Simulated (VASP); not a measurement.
# MgF2 (Sellaite) (P4_2/mnm) in VASP: a series of runs

Runs on MgF2 (Sellaite). Level: PBEsol. Tasks: single point, relaxation of cell and atoms.

Everything below comes from runs of VASP 6.6.1. Logs are shortened: lines on timing, memory, paths and dates and some standing lists are left out, and cuts for length are marked.

## (1) The cell of the first run

The structure is tetragonal, space group P4_2/mnm (No. 136). Conventional cell: a = 4.639 Å, b = 4.639 Å, c = 3.062 Å, α = 90.00°, β = 90.00°, γ = 90.00°. Mg (site symmetry mmm) has 6 F at 1.99 to 2.00 Å within 2.6 Å. F (site symmetry m2m) has 3 Mg at 1.99 to 2.00 Å and 1 F at 2.58 Å within 2.6 Å.

## (2) Single point, PBEsol

INCAR

```
SYSTEM = MgF2
  ALGO = Normal
  EDIFF = 1E-6
  ENCUT = 520
  GGA = PS
  ISIF = 2
  ISMEAR = 0
  LASPH = .TRUE.
  LCHARG = .TRUE.
  LELF = .TRUE.
  LREAL = .FALSE.
  LVHAR = .TRUE.
  LWAVE = .FALSE.
  NBANDS = 25
  NELM = 100
  PREC = Accurate
  SIGMA = 0.02
```

KPOINTS

```
k-points
0
G
  6 6 8
  0 0 0
```

POSCAR

```
MgF2
1.0
    4.6387879954      0.0000000000      0.0000000000
    0.0000000000      4.6387879954      0.0000000000
    0.0000000000      0.0000000000      3.0621928062
Mg F
2 4
Direct
    0.0000000000      0.0000000000      0.0000000000
    0.5000000000      0.5000000000      0.5000000000
    0.3033761072      0.3033761072      0.0000000000
    0.1966238928      0.8033761072      0.5000000000
    0.6966238928      0.6966238928      0.0000000000
    0.8033761072      0.1966238928      0.5000000000
```

Potentials or basis: VASP PAW PBE potentials, release 64 (Mg, F).

The run is started by

```bash
$ cat potpaw_PBE.64/Mg/POTCAR potpaw_PBE.64/F/POTCAR > POTCAR
$ mpirun -np 1 vasp_std > vasp.out
```

OUTCAR:

```text
SYSTEM = MgF2
   EDIFF = 1E-6
   ENCUT = 520
   GGA = PS
   ISIF = 2
   ISMEAR = 0
   LASPH = .TRUE.
   LREAL = .FALSE.
   NELM = 100
   PREC = Accurate

 ion  position               nearest neighbor table
   1  0.000  0.000  0.000-   3 1.99   5 1.99   4 2.00   6 2.00   4 2.00   6 2.00   2 3.62   2 3.62
                             2 3.62   2 3.62   2 3.62   2 3.62   2 3.62   2 3.62
   2  0.500  0.500  0.500-   4 1.99   6 1.99   5 2.00   3 2.00   3 2.00   5 2.00   1 3.62   1 3.62
                             1 3.62   1 3.62   1 3.62   1 3.62   1 3.62   1 3.62
   3  0.303  0.303  0.000-   1 1.99   2 2.00   2 2.00
   4  0.197  0.803  0.500-   2 1.99   1 2.00   1 2.00
   5  0.697  0.697  0.000-   1 1.99   2 2.00   2 2.00
   6  0.803  0.197  0.500-   2 1.99   1 2.00   1 2.00

  LATTYP: Found a simple tetragonal cell.
 ALAT       =     4.6387879954
 C/A-ratio  =     0.6601277767

  Lattice vectors:

 A1 = (   4.6387879954,   0.0000000000,   0.0000000000)
 A2 = (   0.0000000000,   4.6387879954,   0.0000000000)
 A3 = (   0.0000000000,   0.0000000000,   3.0621928062)

Analysis of symmetry for initial positions (statically):
=====================================================================
 Subroutine PRICEL returns:
 Original cell was already a primitive cell.

 Routine SETGRP: Setting up the symmetry group for a
 simple tetragonal supercell.

 Subroutine GETGRP returns: Found 16 space group operations
 (whereof  8 operations were pure point group operations)
 out of a pool of 16 trial point group operations.

The static configuration has the point symmetry D_2h.
 The point group associated with its full space group is D_4h.

Analysis of symmetry for dynamics (positions and initial velocities):
=====================================================================
 Subroutine PRICEL returns:
 Original cell was already a primitive cell.

 Routine SETGRP: Setting up the symmetry group for a
 simple tetragonal supercell.

 Subroutine GETGRP returns: Found 16 space group operations
 (whereof  8 operations were pure point group operations)
 out of a pool of 16 trial point group operations.

The dynamic configuration has the point symmetry D_2h.
 The point group associated with its full space group is D_4h.

 Subroutine INISYM returns: Found 16 space group operations
 (whereof  8 operations are pure point group operations),
 and found     1 'primitive' translations

----------------------------------------------------------------------------------------

                                     Primitive cell

  volume of cell :      65.8933

  direct lattice vectors                    reciprocal lattice vectors
     4.638787995  0.000000000  0.000000000     0.215573551  0.000000000  0.000000000
     0.000000000  4.638787995  0.000000000     0.000000000  0.215573551  0.000000000
     0.000000000  0.000000000  3.062192806     0.000000000  0.000000000  0.326563369

  length of vectors
     4.638787995  4.638787995  3.062192806     0.215573551  0.215573551  0.326563369

  position of ions in fractional coordinates (direct lattice)
     0.000000000  0.000000000  0.000000000
     0.500000000  0.500000000  0.500000000
     0.303376107  0.303376107  0.000000000
     0.196623893  0.803376107  0.500000000
     0.696623893  0.696623893  0.000000000
     0.803376107  0.196623893  0.500000000

  ion indices of the primitive-cell ions
   primitive index   ion index
                 1           1
                 2           2
                 3           3
                 4           4
                 5           5
                 6           6

----------------------------------------------------------------------------------------

 KPOINTS: k-points

Automatic generation of k-mesh.
 Grid dimensions read from file:
 generate k-points for:    6    6    8

 Generating k-lattice:

  Cartesian coordinates                     Fractional coordinates (reciprocal lattice)
     0.035928925  0.000000000  0.000000000     0.166666667  0.000000000  0.000000000
     0.000000000  0.035928925  0.000000000     0.000000000  0.166666667  0.000000000
     0.000000000  0.000000000  0.040820421     0.000000000  0.000000000  0.125000000

  Length of vectors
     0.035928925  0.035928925  0.040820421

  Shift w.r.t. Gamma in fractional coordinates (k-lattice)
     0.000000000  0.000000000  0.000000000

 Subroutine IBZKPT returns following result:
 ===========================================

 Found     50 irreducible k-points:

 Following reciprocal coordinates:
            Coordinates               Weight
  0.000000  0.000000  0.000000      1.000000
  0.166667  0.000000  0.000000      4.000000
  0.333333  0.000000  0.000000      4.000000
  0.500000  0.000000  0.000000      2.000000
  0.166667  0.166667  0.000000      4.000000
  0.333333  0.166667  0.000000      8.000000
[... 16 lines left out ...]
  0.333333  0.000000  0.250000      8.000000
  0.500000  0.000000  0.250000      4.000000
 [... further k-points ...]
   k-points           NKPTS =     50   k-points in BZ     NKDIM =     50   number of bands    NBANDS=     25
   number of dos      NEDOS =    301   number of ions     NIONS =      6
   total plane-waves  NPLWV =  31104
   dimension x,y,z NGX =    36 NGY =   36 NGZ =   24
   dimension x,y,z NGXF=    72 NGYF=   72 NGZF=   48
   ions per type =               2   4
   NGX,Y,Z   is equivalent  to a cutoff of  12.90, 12.90, 13.03 a.u.
   NGXF,Y,Z  is equivalent  to a cutoff of  25.80, 25.80, 26.06 a.u.
 SYSTEM =  MgF2
   PREC   = accura    normal or accurate (medium, high low for compatibility)
   ISTART =      0    job   : 0-new  1-cont  2-samecut
   ICHARG =      2    charge: 1-file 2-atom 10-const
   ISPIN  =      1    spin polarized calculation?
   LNONCOLLINEAR =      F non collinear calculations
   LSORBIT =      F    spin-orbit coupling
   LASPH  =      T    aspherical Exc in radial PAW
   ENCUT  =  520.0 eV  38.22 Ry    6.18 a.u.   8.63  8.63  5.69*2*pi/ulx,y,z
   NELM   =    100;   NELMIN=  2; NELMDL= -5     # of ELM steps
   EDIFF  = 0.1E-05   stopping-criterion for ELM
   LREAL  =      F    real-space projection
   EDIFFG = 0.1E-04   stopping-criterion for IOM
   NSW    =      0    number of steps for IOM
   IBRION =     -1    ionic relax: 0-MD 1-quasi-New 2-CG
   NFREE  =      0    steps in history (QN), initial steepest desc. (CG)
   ISIF   =      2    stress and relaxation
   ISYM   =      2    0-nonsym 1-usesym 2-fastsym
   POTIM  = 0.5000    time-step for ionic-motion
   TEBEG  =    0.0;   TEEND  =   0.0 temperature during run
   PSTRESS=    0.0 pullay stress
   NELECT =      32.0000    total number of electrons
   NUPDOWN=      -1.0000    fix difference up-down
   EMIN   =  10.00;   EMAX   =-10.00  energy-range for DOS
   EFERMI =   0.00;   METHOD = LEGACY
   ISMEAR =     0;   SIGMA  =   0.02  broadening in eV -4-tet -1-fermi 0-gaus
   EFERMI_NEDOS =   21; number of points for ismear=-14 and -15
   IALGO  =     38    algorithm
   IMIX   =      4    mixing-type and parameters
     AMIX     =   0.40;   BMIX     =  1.00
     AMIX_MAG =   1.60;   BMIX_MAG =  1.00
  volume/ion in A,a.u.               =      10.98        74.11
  Fermi-wavevector in a.u.,A,eV,Ry     =   1.286800  2.431699 22.529255  1.655854
  Thomas-Fermi vector in A             =   2.418852
   LORBIT       =      0    0 simple, 1 ext, 2 COOP (PROOUT), +10 PAW based schemes
   GGA     = PS    functional components
   LHFCALC =     F    Hartree Fock is set to
   AEXX    =    0.0000 exact exchange contribution
   IVDW    =     0    specifies the selected vdW correction
   LEPSILON=     F    determine dielectric tensor
   LRPA    =     F    only Hartree local field effects (RPA)
 non-spin polarized calculation
 Gauss-broadening in eV      SIGMA  =   0.02
  energy-cutoff  :      520.00
  volume of cell :       65.89
 maximum number of plane-waves:      1827
 NGX is ok and might be reduce to    36
   NGX = 17   NGY = 17   NGZ = 11

 number of electron      32.0000032 magnetization

 Free energy of the ion-electron system (eV)
  ---------------------------------------------------
  ext. energy  EPLUGINS =         0.00000000
  ---------------------------------------------------
  free energy    TOTEN  =       -32.59984586 eV

  energy without entropy =      -32.59984586  energy(sigma->0) =      -32.59984586

 E-fermi :  -1.2061     XC(G=0):  -9.9442

 val. band max:       -1.3596950055   @ k =   0.0000   0.0000   0.0000
 cond. band min:       5.5017952563   @ k =   0.0000   0.0000   0.0000
 fundamental gap:      6.8614902619
 Fermi energy:        -1.2061087375

 k-point     1 :       0.0000    0.0000    0.0000
  band No.  band energies     occupation
      1     -21.9755      2.00000
      2     -21.1670      2.00000
      3     -21.1670      2.00000
      4     -21.0790      2.00000
      5      -5.4548      2.00000
      6      -3.8598      2.00000
[... 17 lines left out ...]
     24      16.8461      0.00000
     25      16.8461      0.00000

 k-point     2 :       0.1667    0.0000    0.0000
  band No.  band energies     occupation
      1     -21.9302      2.00000
      2     -21.2558      2.00000
      3     -21.1542      2.00000
      4     -21.0529      2.00000
      5      -5.3519      2.00000
      6      -3.8249      2.00000
[... 17 lines left out ...]
     24      16.5834      0.00000
     25      16.9579      0.00000

 k-point     3 :       0.3333    0.0000    0.0000
  band No.  band energies     occupation
      1     -21.8048      2.00000
      2     -21.4273      2.00000
      3     -21.1215      2.00000
      4     -21.0518      2.00000
      5      -5.0788      2.00000
      6      -4.2719      2.00000
[... 552 lines left out ...]
 k-point    23 :       0.3333    0.0000    0.2500
  band No.  band energies     occupation
      1     -21.6368      2.00000
      2     -21.3442      2.00000
      3     -21.1057      2.00000
      4     -21.0769      2.00000
      5      -4.7867      2.00000
      6      -4.1469      2.00000
[... 17 lines left out ...]
     24      15.0728      0.00000
     25      15.5769      0.00000

 k-point    24 :       0.5000    0.0000    0.2500
  band No.  band energies     occupation
      1     -21.4954      2.00000
      2     -21.4954      2.00000
      3     -21.0878      2.00000
      4     -21.0878      2.00000
      5      -4.4767      2.00000
      6      -4.4767      2.00000
[... 17 lines left out ...]
     24      14.5391      0.00000
     25      16.1008      0.00000

 [... further k-points ...]
[... 5 lines left out ...]
  --------------------------------------------------------------------------------------
  -------------------------------------------------------------------------------------
  Total       -0.3265806     -0.3265806     -0.3413837      0.0000000      0.0000000      0.0000000
  in kB       -7.9407119     -7.9407119     -8.3006444      0.0000000      0.0000000      0.0000000
  external PRESSURE =      -8.0606894 kB  Pullay stress =       0.0000000 kB

 VOLUME and BASIS-vectors are now :
 -----------------------------------------------------------------------------
  energy-cutoff  :      520.00
  volume of cell :       65.89
      direct lattice vectors                 reciprocal lattice vectors
     4.638787995  0.000000000  0.000000000     0.215573551  0.000000000  0.000000000
     0.000000000  4.638787995  0.000000000     0.000000000  0.215573551  0.000000000
     0.000000000  0.000000000  3.062192806     0.000000000  0.000000000  0.326563369

 POSITION                                       TOTAL-FORCE (eV/Angst)
 -----------------------------------------------------------------------------------
      0.00000      0.00000      0.00000         0.000000      0.000000      0.000000
      2.31939      2.31939      1.53110         0.000000      0.000000      0.000000
      1.40730      1.40730      0.00000         0.001539      0.001539      0.000000
      0.91210      3.72669      1.53110        -0.001539      0.001539      0.000000
      3.23149      3.23149      0.00000        -0.001539     -0.001539      0.000000
      3.72669      0.91210      1.53110         0.001539     -0.001539      0.000000
 -----------------------------------------------------------------------------------
    total drift:                                0.000000      0.000000     -0.000000

  FREE ENERGIE OF THE ION-ELECTRON SYSTEM (eV)
  ---------------------------------------------------
  free  energy   TOTEN  =       -32.5998458562 eV

  energy  without entropy=      -32.5998458562  energy(sigma->0) =      -32.59984586
```

Run time: 51 s. Hardware: 1 thread of AMD EPYC 7R43 (Zen 3), shared host; peak memory 0.18 GiB.

What came out:

```
Free energy            : -32.5998 eV
Pressure               : -0.8 GPa
Band gap on the k mesh : 6.86 eV, direct
```

Forces on the atoms (eV/Å):
```
Mg   0.000  0.000  0.000
Mg   0.000  0.000  0.000
F    0.002  0.002  0.000
F   -0.002  0.002  0.000
F   -0.002 -0.002  0.000
F    0.002 -0.002  0.000
```

Caveat: the PAW data sets were made with another functional, which shifts forces and pressure a little. A k mesh can miss the band edges.

## (3) Relaxation of cell and atoms, PBEsol

This run uses another cell than the first one, of 10.88 Å³/atom, 0.991 times its volume.

INCAR

```
PREC = Accurate
ENCUT = 600
EDIFF = 1E-7
ISMEAR = 0
SIGMA = 0.02
LREAL = False
LASPH = True
NELM = 120
ALGO = Normal
ISIF = 3
LWAVE = False
LCHARG = False
GGA = PS
IBRION = 2
NSW = 100
EDIFFG = -0.005
GGA_COMPAT = False
NELMIN = 4
```

KPOINTS

```
regular mesh
0
Gamma
  6 6 8
```

POSCAR

```
MgF2
1.0
    4.6250000000      0.0000000000      0.0000000000
    0.0000000000      4.6250000000      0.0000000000
    0.0000000000      0.0000000000      3.0520000000
Mg F
2 4
Direct
    0.0000000000      0.0000000000      0.0000000000
    0.5000000000      0.5000000000      0.5000000000
    0.3030000000      0.3030000000      0.0000000000
    0.1970000000      0.8030000000      0.5000000000
    0.6970000000      0.6970000000      0.0000000000
    0.8030000000      0.1970000000      0.5000000000
```

Potentials or basis: VASP PAW PBE potentials, release 64 (Mg, F).

The run is started by

```bash
$ cat potpaw_PBE.64/Mg/POTCAR potpaw_PBE.64/F/POTCAR > POTCAR
$ mpirun -np 1 vasp_std > vasp.out
```

It used 310 s of CPU time on 1 thread of AMD EPYC 7R13 Processor (Zen 3) (shared host).

The run converged. Its results:

- Free energy: -32.6099 eV
- Relaxed volume: 10.88 Å³/atom
- Relaxed cell: a = 4.624 Å, b = 4.624 Å, c = 3.053 Å, α = 90.00°, β = 90.00°, γ = 90.00°
- Space group after relaxing (to 0.05 Å): P4_2/mnm (No. 136)
- Energy gained by relaxing: 0.0 meV/atom
- Ionic steps: 4
- Pressure after relaxing: 0.0 GPa
- Band gap on the k mesh: 6.93 eV, direct

Final structure:
```
Mg F
1.0
     4.62368    0.00000    0.00000
     0.00000    4.62368    0.00000
     0.00000    0.00000    3.05329
Mg F
2 4
Direct
  0.00000 0.00000 0.00000
  0.50000 0.50000 0.50000
  0.30323 0.30323 0.00000
  0.19677 0.80323 0.50000
  0.69677 0.69677 0.00000
  0.80323 0.19677 0.50000
```

Levels at points of the mesh, in eV from the valence-band top:
```csv
k point,band 14,band 15,band 16,band 17,band 18,band 19
"(0.00, 0.00, 0.00)",-0.32,-0.32,0.00,6.93,12.04,12.04
"(0.50, 0.00, 0.00)",-0.99,-0.38,-0.38,9.34,9.34,13.30
"(0.50, 0.50, 0.00)",-0.96,-0.78,-0.78,11.07,11.07,11.12
"(0.00, 0.00, 0.50)",-1.17,-0.87,-0.87,11.67,11.67,14.73
"(0.50, 0.00, 0.50)",-0.74,-0.67,-0.67,12.56,12.56,13.30
"(0.50, 0.50, 0.50)",-0.61,-0.49,-0.49,13.12,13.12,13.15
```

Caveat: the PAW data sets were made with another functional, which shifts forces and pressure a little.
